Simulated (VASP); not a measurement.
# ZrBr2F2 in VASP: further runs

ZrBr2F2 is run at these levels: PBE; tasks: single point.

Program: VASP 6.6.1. These are calculated values, not measurements. Logs are shortened: lines on timing, memory, paths and dates and some standing lists are left out, and cuts for length are marked.

## Step 1: The cell of the first run

The cell holds a sheet with vacuum, 5 atoms: a = 4.063 Å, b = 4.063 Å, c = 18.000 Å, α = 90.00°, β = 90.00°, γ = 90.00°.

## Step 2: Single point, PBE

The input, INCAR:

```
SYSTEM = ZrBr2F2
  PREC = Accurate
  ENCUT = 520
  EDIFF = 1E-6
  ISMEAR = 0
  SIGMA = 0.1
  LREAL = .FALSE.
  LASPH = .TRUE.
  NELM = 100
  ALGO = Normal
  ISIF = 2
  LWAVE = .FALSE.
  LCHARG = .FALSE.
  LDIPOL = .TRUE.
  IDIPOL = 3
  DIPOL = 0.5 0.5 0.496
  GGA = PE
  NBANDS = 28
```

The input, KPOINTS:

```
regular mesh
0
G
  4 4 1
  0 0 0
```

The input, POSCAR:

```
ZrBr2F2
1.0
    4.0631974800      0.0000000000      0.0000000000
    0.0000000000      4.0631974800      0.0000000000
    0.0000000000      0.0000000000     18.0000000000
Zr Br F
1 2 2
Direct
    0.5000000000      0.5000000000      0.4790000000
    0.5000000000      0.0000000000      0.5861855600
    0.0000000000      0.5000000000      0.5861855600
    0.0000000000      0.5000000000      0.4138144400
    0.5000000000      0.0000000000      0.4138144400
```

Potentials or basis: VASP PAW PBE potentials, release 64 (Zr_sv, Br, F).

On the command line:

```bash
cat potpaw_PBE.64/Zr_sv/POTCAR potpaw_PBE.64/Br/POTCAR potpaw_PBE.64/F/POTCAR > POTCAR
mpirun -np 1 vasp_std > vasp.out
```

OUTCAR:

```text
SYSTEM = ZrBr2F2
   PREC = Accurate
   ENCUT = 520
   EDIFF = 1E-6
   ISMEAR = 0
   LREAL = .FALSE.
   LASPH = .TRUE.
   NELM = 100
   ISIF = 2
   GGA = PE

 ion  position               nearest neighbor table
   1  0.500  0.500  0.479-   4 2.35   5 2.35   5 2.35   4 2.35   2 2.80   2 2.80   3 2.80   3 2.80

   2  0.500  0.000  0.586-   1 2.80   1 2.80
   3  0.000  0.500  0.586-   1 2.80   1 2.80
   4  0.000  0.500  0.414-   1 2.35   1 2.35
   5  0.500  0.000  0.414-   1 2.35   1 2.35

  LATTYP: Found a simple tetragonal cell.
 ALAT       =     4.0631974800
 C/A-ratio  =     4.4300086542

  Lattice vectors:

 A1 = (   4.0631974800,   0.0000000000,   0.0000000000)
 A2 = (   0.0000000000,   4.0631974800,   0.0000000000)
 A3 = (   0.0000000000,   0.0000000000,  18.0000000000)

Analysis of symmetry for initial positions (statically):
=====================================================================
 Subroutine PRICEL returns:
 Original cell was already a primitive cell.

 Routine SETGRP: Setting up the symmetry group for a
 simple tetragonal supercell.

 Subroutine GETGRP returns: Found  8 space group operations
 (whereof  8 operations were pure point group operations)
 out of a pool of 16 trial point group operations.

The static configuration has the point symmetry C_4v.

Analysis of symmetry for dynamics (positions and initial velocities):
=====================================================================
 Subroutine PRICEL returns:
 Original cell was already a primitive cell.

 Routine SETGRP: Setting up the symmetry group for a
 simple tetragonal supercell.

 Subroutine GETGRP returns: Found  8 space group operations
 (whereof  8 operations were pure point group operations)
 out of a pool of 16 trial point group operations.

The dynamic configuration has the point symmetry C_4v.

 Subroutine INISYM returns: Found  8 space group operations
 (whereof  8 operations are pure point group operations),
 and found     1 'primitive' translations

----------------------------------------------------------------------------------------

                                     Primitive cell

  volume of cell :     297.1723

  direct lattice vectors                    reciprocal lattice vectors
     4.063197480  0.000000000  0.000000000     0.246111592  0.000000000  0.000000000
     0.000000000  4.063197480  0.000000000     0.000000000  0.246111592  0.000000000
     0.000000000  0.000000000 18.000000000     0.000000000  0.000000000  0.055555556

  length of vectors
     4.063197480  4.063197480 18.000000000     0.246111592  0.246111592  0.055555556

  position of ions in fractional coordinates (direct lattice)
     0.500000000  0.500000000  0.479000000
     0.500000000  0.000000000  0.586185560
     0.000000000  0.500000000  0.586185560
     0.000000000  0.500000000  0.413814440
     0.500000000  0.000000000  0.413814440

  ion indices of the primitive-cell ions
   primitive index   ion index
                 1           1
                 2           2
                 3           3
                 4           4
                 5           5

----------------------------------------------------------------------------------------

 KPOINTS: regular mesh

Automatic generation of k-mesh.
 Grid dimensions read from file:
 generate k-points for:    4    4    1

 Generating k-lattice:

  Cartesian coordinates                     Fractional coordinates (reciprocal lattice)
     0.061527898  0.000000000  0.000000000     0.250000000  0.000000000  0.000000000
     0.000000000  0.061527898  0.000000000     0.000000000  0.250000000  0.000000000
     0.000000000  0.000000000  0.055555556     0.000000000  0.000000000  1.000000000

  Length of vectors
     0.061527898  0.061527898  0.055555556

  Shift w.r.t. Gamma in fractional coordinates (k-lattice)
     0.000000000  0.000000000  0.000000000

 Subroutine IBZKPT returns following result:
 ===========================================

 Found      6 irreducible k-points:

 Following reciprocal coordinates:
            Coordinates               Weight
  0.000000  0.000000  0.000000      1.000000
  0.250000  0.000000  0.000000      4.000000
  0.500000  0.000000  0.000000      2.000000
  0.250000  0.250000  0.000000      4.000000
  0.500000  0.250000  0.000000      4.000000
  0.500000  0.500000  0.000000      1.000000
   k-points           NKPTS =      6   k-points in BZ     NKDIM =      6   number of bands    NBANDS=     28
   number of dos      NEDOS =    301   number of ions     NIONS =      5
   total plane-waves  NPLWV = 126000
   dimension x,y,z NGX =    30 NGY =   30 NGZ =  140
   dimension x,y,z NGXF=    60 NGYF=   60 NGZF=  280
   ions per type =               1   2   2
   NGX,Y,Z   is equivalent  to a cutoff of  12.27, 12.27, 12.93 a.u.
   NGXF,Y,Z  is equivalent  to a cutoff of  24.55, 24.55, 25.86 a.u.
 SYSTEM =  ZrBr2F2
   PREC   = accura    normal or accurate (medium, high low for compatibility)
   ISTART =      0    job   : 0-new  1-cont  2-samecut
   ICHARG =      2    charge: 1-file 2-atom 10-const
   ISPIN  =      1    spin polarized calculation?
   LNONCOLLINEAR =      F non collinear calculations
   LSORBIT =      F    spin-orbit coupling
   LASPH  =      T    aspherical Exc in radial PAW
   ENCUT  =  520.0 eV  38.22 Ry    6.18 a.u.   7.55  7.55 33.47*2*pi/ulx,y,z
   NELM   =    100;   NELMIN=  2; NELMDL= -5     # of ELM steps
   EDIFF  = 0.1E-05   stopping-criterion for ELM
   LREAL  =      F    real-space projection
   EDIFFG = 0.1E-04   stopping-criterion for IOM
   NSW    =      0    number of steps for IOM
   IBRION =     -1    ionic relax: 0-MD 1-quasi-New 2-CG
   NFREE  =      0    steps in history (QN), initial steepest desc. (CG)
   ISIF   =      2    stress and relaxation
   ISYM   =      2    0-nonsym 1-usesym 2-fastsym
   POTIM  = 0.5000    time-step for ionic-motion
   TEBEG  =    0.0;   TEEND  =   0.0 temperature during run
   PSTRESS=    0.0 pullay stress
   NELECT =      40.0000    total number of electrons
   NUPDOWN=      -1.0000    fix difference up-down
   EMIN   =  10.00;   EMAX   =-10.00  energy-range for DOS
   EFERMI =   0.00;   METHOD = LEGACY
   ISMEAR =     0;   SIGMA  =   0.10  broadening in eV -4-tet -1-fermi 0-gaus
   EFERMI_NEDOS =   21; number of points for ismear=-14 and -15
   IALGO  =     38    algorithm
   IMIX   =      4    mixing-type and parameters
     AMIX     =   0.40;   BMIX     =  1.00
     AMIX_MAG =   1.60;   BMIX_MAG =  1.00
  volume/ion in A,a.u.               =      59.43       401.08
  Fermi-wavevector in a.u.,A,eV,Ry     =   0.838994  1.585468  9.577283  0.703910
  Thomas-Fermi vector in A             =   1.953139
   LORBIT       =      0    0 simple, 1 ext, 2 COOP (PROOUT), +10 PAW based schemes
   GGA     = PE    functional components
   LHFCALC =     F    Hartree Fock is set to
   AEXX    =    0.0000 exact exchange contribution
   IVDW    =     0    specifies the selected vdW correction
   LEPSILON=     F    determine dielectric tensor
   LRPA    =     F    only Hartree local field effects (RPA)
 non-spin polarized calculation
 Gauss-broadening in eV      SIGMA  =   0.10
  energy-cutoff  :      520.00
  volume of cell :      297.17
 maximum number of plane-waves:      8049
   NGX = 15   NGY = 15   NGZ = 67

 dipolmoment           0.000000      0.000000      0.037416 electrons x Angstroem

 number of electron      39.9999992 magnetization

 dipolmoment           0.000000      0.000000     -0.147294 electrons x Angstroem

 Free energy of the ion-electron system (eV)
  ---------------------------------------------------
  ext. energy  EPLUGINS =         0.00000000
  ---------------------------------------------------
  free energy    TOTEN  =       -24.58951191 eV

  energy without entropy =      -24.58917599  energy(sigma->0) =      -24.58934395

 E-fermi :  -1.9224     XC(G=0):  -3.5959

 val. band max:       -2.0990490754   @ k =   0.0000   0.0000   0.0000
 cond. band min:      -1.7332341587   @ k =   0.5000   0.5000   0.0000
 fundamental gap:      0.3658149167
 Fermi energy:        -1.9223958265

 k-point     1 :       0.0000    0.0000    0.0000
  band No.  band energies     occupation
      1     -53.6737      2.00000
      2     -31.5959      2.00000
      3     -31.5438      2.00000
      4     -31.5438      2.00000
      5     -25.6529      2.00000
      6     -25.4310      2.00000
[... 20 lines left out ...]
     27       2.2881      0.00000
     28       2.6952      0.00000

 k-point     2 :       0.2500    0.0000    0.0000
  band No.  band energies     occupation
      1     -53.6724      2.00000
      2     -31.6161      2.00000
      3     -31.5716      2.00000
      4     -31.5421      2.00000
      5     -25.5951      2.00000
      6     -25.4286      2.00000
[... 20 lines left out ...]
     27       2.9258      0.00000
     28       3.8183      0.00000

 k-point     3 :       0.5000    0.0000    0.0000
  band No.  band energies     occupation
      1     -53.6711      2.00000
      2     -31.6695      2.00000
      3     -31.5648      2.00000
      4     -31.5404      2.00000
      5     -25.5380      2.00000
      6     -25.4280      2.00000
[... 20 lines left out ...]
     27       3.7509      0.00000
     28       4.0419      0.00000

 k-point     4 :       0.2500    0.2500    0.0000
  band No.  band energies     occupation
      1     -53.6711      2.00000
      2     -31.6177      2.00000
      3     -31.6051      2.00000
      4     -31.5532      2.00000
      5     -25.5363      2.00000
      6     -25.4258      2.00000
[... 20 lines left out ...]
     27       3.4462      0.00000
     28       4.0155      0.00000

 k-point     5 :       0.5000    0.2500    0.0000
  band No.  band energies     occupation
      1     -53.6698      2.00000
      2     -31.6674      2.00000
      3     -31.6088      2.00000
      4     -31.5443      2.00000
      5     -25.4785      2.00000
      6     -25.4250      2.00000
[... 20 lines left out ...]
     27       4.0447      0.00000
     28       4.0748      0.00000

 k-point     6 :       0.5000    0.5000    0.0000
  band No.  band energies     occupation
      1     -53.6686      2.00000
      2     -31.6653      2.00000
      3     -31.6653      2.00000
      4     -31.5342      2.00000
      5     -25.4220      2.00000
      6     -25.4220      2.00000
[... 20 lines left out ...]
     27       3.8767      0.00000
     28       5.3327      0.00000

------------------------ aborting loop because EDIFF is reached ----------------------------------------

 vacuum level on the upper side and lower side of the slab       (xc-potential included)        -0.900         0.644

  FORCE on cell =-STRESS in cart. coord.  units (eV):
  Direction    XX          YY          ZZ          XY          YZ          ZX
  --------------------------------------------------------------------------------------
  -------------------------------------------------------------------------------------
  Total        4.2867469      4.2867469     -7.7110846      0.0000000      0.0000000     -0.0000000
  in kB       23.1116026     23.1116026    -41.5736049      0.0000000      0.0000000     -0.0000000
  external PRESSURE =       1.5498668 kB  Pullay stress =       0.0000000 kB

 VOLUME and BASIS-vectors are now :
 -----------------------------------------------------------------------------
  energy-cutoff  :      520.00
  volume of cell :      297.17
      direct lattice vectors                 reciprocal lattice vectors
     4.063197480  0.000000000  0.000000000     0.246111592  0.000000000  0.000000000
     0.000000000  4.063197480  0.000000000     0.000000000  0.246111592  0.000000000
     0.000000000  0.000000000 18.000000000     0.000000000  0.000000000  0.055555556

 POSITION                                       TOTAL-FORCE (eV/Angst)
 -----------------------------------------------------------------------------------
      2.03160      2.03160      8.62200        -0.000000     -0.000000     -1.385629
      2.03160      0.00000     10.55134         0.000000      0.000000     -0.966452
      0.00000      2.03160     10.55134         0.000000      0.000000     -0.966452
      0.00000      2.03160      7.44866         0.000000      0.000000      1.659266
      2.03160      0.00000      7.44866         0.000000      0.000000      1.659266
 -----------------------------------------------------------------------------------
    total drift:                                0.000000      0.000000      0.000492

  FREE ENERGIE OF THE ION-ELECTRON SYSTEM (eV)
  ---------------------------------------------------
  free  energy   TOTEN  =       -24.5895119127 eV

  energy  without entropy=      -24.5891759913  energy(sigma->0) =      -24.58934395

 vacuum level on the upper side and lower side of the slab         2.197         3.796
```

Wall time 70 s (1 thread of Intel Xeon Platinum 8488C (Sapphire Rapids), shared host); peak memory 0.36 GiB.

What came out:

```
Free energy            : -24.5895 eV
Largest force          : 1.659 eV/Å
Band gap on the k mesh : zero (bands 20 and 21 overlap by 0.37 eV)
```

Forces on the atoms (eV/Å):
```
Zr   0.000  0.000 -1.386
Br   0.000  0.000 -0.966
Br   0.000  0.000 -0.966
F    0.000  0.000  1.659
F    0.000  0.000  1.659
```

Caveat: the k points lie up to 0.39 Å⁻¹ apart.

## Step 3: Single point, PBE

This run uses another cell than the first one.

The input, INCAR:

```
SYSTEM = ZrBr2F2
PREC = Accurate
ENCUT = 520
EDIFF = 1E-6
ISMEAR = 0
SIGMA = 0.1
LREAL = .False.
LASPH = .True.
NELM = 80
ALGO = Normal
ISIF = 2
LWAVE = .False.
LCHARG = .False.
LDIPOL = .True.
IDIPOL = 3
DIPOL = 0.5 0.5 0.297
GGA = PE
NBANDS = 28
```

The input, KPOINTS:

```
Automatic mesh
0
Gamma
  4 4 1
  0 0 0
```

The input, POSCAR:

```
ZrBr2F2
1.0
    4.2185524913      0.0000000000      0.0000000000
    0.0000000000      4.2185524913      0.0000000000
    0.0000000000      0.0000000000     30.0053603200
Zr Br F
1 2 2
Direct
    0.5000000000      0.5000000000      0.2854633063
    0.5000000000      0.0000000000      0.3462978764
    0.0000000000      0.5000000000      0.3462978764
    0.0000000000      0.5000000000      0.2545376119
    0.5000000000      0.0000000000      0.2545376119
```

Potentials or basis: VASP PAW PBE potentials, release 64 (Zr_sv, Br, F).

On the command line:

```bash
cat potpaw_PBE.64/Zr_sv/POTCAR potpaw_PBE.64/Br/POTCAR potpaw_PBE.64/F/POTCAR > POTCAR
mpirun -np 1 vasp_std > vasp.out
```

Wall time 2.2 min (1 thread of Intel Xeon Platinum 8488C (Sapphire Rapids), shared host); peak memory 0.52 GiB.

The run converged. Its results:

```yaml
Free_energy: -25.2869 eV
Largest_force: 0.008 eV/Å
Band_gap_on_the_k_mesh: zero (bands 20 and 21 overlap by 0.26 eV)
```

Forces in eV/Å, atoms in the order of the input:
```
Zr   0.000  0.000  0.002
Br   0.000  0.000  0.007
Br   0.000  0.000  0.007
F    0.000  0.000 -0.008
F    0.000  0.000 -0.008
```

Levels at points of the mesh, in eV from the Fermi level:
```tsv
k point	band 16	band 17	band 18	band 19	band 20	band 21	band 22	band 23	band 24	band 25
(0.00, 0.00, 0.00)	-5.07	-4.18	-2.41	-1.06	-1.06	0.00	0.02	2.15	2.15	2.51
(0.50, 0.00, 0.00)	-4.31	-3.68	-3.33	-3.33	-3.26	0.32	0.71	1.36	2.14	2.23
(0.50, 0.50, 0.00)	-4.68	-3.53	-3.53	-0.91	0.26	0.37	0.65	1.22	1.22	2.86
```

Caveat: the k points lie up to 0.37 Å⁻¹ apart.

## Step 4: Single point, PBE, collinear spin

This run uses another cell than the first one.

The input, INCAR:

```
SYSTEM = ZrBr2F2
PREC = Accurate
ENCUT = 520
EDIFF = 1E-7
ISMEAR = 0
SIGMA = 0.1
LREAL = .False.
LASPH = .True.
NELM = 150
ALGO = Normal
ISIF = 2
LWAVE = .False.
LCHARG = .False.
ISPIN = 2
MAGMOM = 1 0 0 0 0
LORBIT = 11
LMAXMIX = 4
LDIPOL = .True.
IDIPOL = 3
DIPOL = 0.5 0.5 0.297
GGA = PE
NBANDS = 32
```

KPOINTS is that of step 3.

POSCAR is that of step 3.

On the command line:

```bash
cat potpaw_PBE.64/Zr_sv/POTCAR potpaw_PBE.64/Br/POTCAR potpaw_PBE.64/F/POTCAR > POTCAR
mpirun -np 1 vasp_std > vasp.out
```

Run time: 8.2 min. Hardware: 1 thread of Intel Xeon Platinum 8488C (Sapphire Rapids), shared host; peak memory 0.79 GiB.

It converged, with:

```yaml
Free_energy: -25.2872 eV
Largest_force: 0.008 eV/Å
Net_moment: 0.10 μB per cell
Site_moments: Zr +0.08; Br -0.01; F +0.00 μB
Valence_electrons_inside_the_program's_atomic_spheres: Zr 9.32; Br 4.91; F 6.06
```

Forces in eV/Å, atoms in the order of the input:
```
Zr   0.000  0.000  0.005
Br   0.000  0.000  0.006
Br   0.000  0.000  0.006
F    0.000  0.000 -0.008
F    0.000  0.000 -0.008
```

Levels at points of the mesh, in eV from the Fermi level:
Spin up:
```csv
k point,band 16,band 17,band 18,band 19,band 20,band 21,band 22,band 23,band 24,band 25
"(0.00, 0.00, 0.00)",-5.05,-4.17,-2.39,-1.05,-1.05,-0.04,-0.03,2.15,2.15,2.50
"(0.50, 0.00, 0.00)",-4.30,-3.67,-3.32,-3.31,-3.24,0.27,0.67,1.35,2.14,2.23
"(0.50, 0.50, 0.00)",-4.66,-3.52,-3.52,-0.89,0.21,0.39,0.62,1.22,1.22,2.86
```
Spin down:
| k point | band 16 | band 17 | band 18 | band 19 | band 20 | band 21 | band 22 | band 23 | band 24 | band 25 |
| --- | --- | --- | --- | --- | --- | --- | --- | --- | --- | --- |
| (0.00, 0.00, 0.00) | -5.05 | -4.16 | -2.39 | -1.04 | -1.04 | 0.08 | 0.11 | 2.18 | 2.18 | 2.54 |
| (0.50, 0.00, 0.00) | -4.29 | -3.66 | -3.32 | -3.31 | -3.25 | 0.40 | 0.77 | 1.40 | 2.18 | 2.27 |
| (0.50, 0.50, 0.00) | -4.66 | -3.51 | -3.51 | -0.89 | 0.35 | 0.39 | 0.72 | 1.26 | 1.26 | 2.89 |

Caveat: the k points lie up to 0.37 Å⁻¹ apart.

## Step 5: Summary

| spin | cell | gap on the mesh (eV) | largest force (eV/Å) |
| --- | --- | --- | --- |
| off | a = 4.063, b = 4.063, c = 18.000 Å, 5 atoms, atomic positions A | none | 1.66 |
| off | a = 4.219, b = 4.219, c = 30.005 Å, 5 atoms, atomic positions B | none | 0.01 |
| collinear | a = 4.219, b = 4.219, c = 30.005 Å, 5 atoms, atomic positions B | none | 0.01 |

Alike in all rows: task single point; level PBE; potentials or basis VASP PAW PBE potentials, release 64 (Zr_sv, Br, F); k mesh 4 × 4 × 1; cutoff (eV) 520; smearing gaussian 0.1 eV.

Caveats: all runs use coarse meshes.

Absolute energies hang on the potentials; compare differences alone.
